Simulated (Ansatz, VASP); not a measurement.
# Si in VASP and in Ansatz

```xyz
8
Lattice="3.7467 0.0000 0.0000 -1.8734 3.2448 0.0000 0.0000 0.0000 23.7384" Properties=species:S:1:pos:R:3 pbc="T T T"
Si    0.0000    0.0000   16.5442
Si    0.0000    2.1632   15.7484
Si    0.0000    0.0000   13.9010
Si    0.0000    2.1632   13.0110
Si    0.0000    0.0000   10.7273
Si    0.0000    2.1632    9.8373
Si    0.0000    0.0000    7.9899
Si    0.0000    2.1632    7.1942
```

Alike in both runs: functional r2SCAN; k mesh 10 × 10 × 1; occupations gaussian, width 0.03 eV; no spin polarisation.

Ansatz relaxed the structure, and its values are those at the end. VASP's run is a single point on that final structure, the one shown.

```csv
,VASP,Ansatz
version,VASP 6.6.1,Ansatz 0.2.0
potentials or method,"VASP PAW PBE potentials, release 64 (Si)","scalar-relativistic, plane waves, PAW"
plane-wave cutoff (eV),520,500
valence electrons in the cell,32,32
```

```tsv
	VASP	Ansatz	Ansatz less VASP
gap on the k mesh at the Fermi level (eV)	none	none	-
rms of the force components (eV/Å)	0.015	0.001	-0.0141
```

VASP's potentials were made for PBE, not for r2SCAN. A gap of «none» marks a metal or a gap that the smearing closes. Ansatz's warnings: xc potential rough in thin density.
